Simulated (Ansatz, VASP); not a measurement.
## One calculation of K, two programs

The input INCAR:

```
PREC = Accurate
ENCUT = 520
EDIFF = 1E-6
ISMEAR = 0
SIGMA = 0.1
LREAL = False
LASPH = True
NELM = 100
ALGO = Fast
ISIF = 2
LWAVE = False
LCHARG = False
GGA = PS
NBANDS = 16
```

File KPOINTS:

```
Automatic mesh
0
Gamma
  12 12 6
```

Contents of POSCAR:

```
K
1.0
    4.7892982928      0.0000000000      0.0000000000
   -2.3946491464      4.1476539879      0.0000000000
    0.0000000000      0.0000000000      7.8325758240
K
2
Direct
    0.3333333333      0.6666666667      0.2500000000
    0.6666666667      0.3333333333      0.7500000000
```

Input for Ansatz:

```yaml
crystal:
  lattice:
    - [4.7892982928, 0.0, 0.0]
    - [-2.3946491464, 4.1476539879, 0.0]
    - [0.0, 0.0, 7.832575824]
  atoms:
    - { symbol: K, position: [0.3333333333, 0.6666666667, 0.25] }
    - { symbol: K, position: [0.6666666667, 0.3333333333, 0.75] }
basis:
  ecutwfc: 420
kpoints:
  mp_grid: { grid: [12, 12, 6] }
hamiltonian:
  xc: pbesol
scf:
  occupations: { method: gaussian, width: 0.1 }
output:
  forces: true
  stress: true
  eigenvalues: true
```

Change from the starting cell: equal strain along all axes, cell held, atoms relaxed: +3.0 %.

Alike in both runs: task single point; functional PBEsol; k mesh 12 × 12 × 6; occupations gaussian, width 0.1 eV; no spin polarisation.

|  | VASP | Ansatz |
| --- | --- | --- |
| version | VASP 6.6.1 | Ansatz 0.2.0 |
| potentials or method | VASP PAW PBE potentials, release 64 (K_sv), cutoff 520 eV | scalar-relativistic, plane waves, PAW |
| valence electrons in the cell | 18 | 18 |

```csv
,VASP,Ansatz,Ansatz less VASP
gap on the k mesh at the Fermi level (eV),none,none,-
pressure (GPa),-0.3,-0.3,+0.01
```

VASP's potentials were made for PBE, not for PBEsol. A gap of «none» marks a metal or a gap that the smearing closes. The functional is the same, so the differences come from potentials, cutoffs and numerics.
